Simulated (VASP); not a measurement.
A run of VASP 6.6.1 is set up as follows.

INCAR

```
PREC = Accurate
ENCUT = 600
EDIFF = 1E-6
ISMEAR = 0
SIGMA = 0.1
LREAL = F
LASPH = T
NELM = 80
ALGO = Normal
ISIF = 3
LWAVE = F
LCHARG = F
GGA = PS
IBRION = 2
NSW = 80
EDIFFG = -0.01
```

KPOINTS

```
Automatic mesh
0
Gamma
  9 9 5
```

POSCAR

```
Os
1.0
    2.7341000000      0.0000000000      0.0000000000
   -1.3670500000      2.3678000600      0.0000000000
    0.0000000000      0.0000000000      4.3197000000
Os
2
Direct
    0.3333333333      0.6666666667      0.2500000000
    0.6666666667      0.3333333333      0.7500000000
```

Potentials or basis: VASP PAW PBE potentials, release 64 (Os).

Run with:

```bash
$ cat potpaw_PBE.64/Os/POTCAR > POTCAR
$ mpirun -np 1 vasp_std > vasp.out
```

Problem. Estimate the relaxed volume.

Solution. 13.90 Å³/atom.

Problem. Predict the band gap on the k mesh.

Solution. Zero (band 8 reaches 11.46 eV, above the bottom of band 9 at 7.57 eV).

Final structure:
```
Os
1.0
     2.72736    0.00000    0.00000
    -1.36368    2.36196    0.00000
     0.00000    0.00000    4.31504
Os
2
Direct
  0.33333 0.66667 0.25000
  0.66667 0.33333 0.75000
```

Caveat: the PAW data sets were made with another functional, which shifts forces and pressure a little; spin-orbit coupling is left out, which moves the levels of the heavy elements.
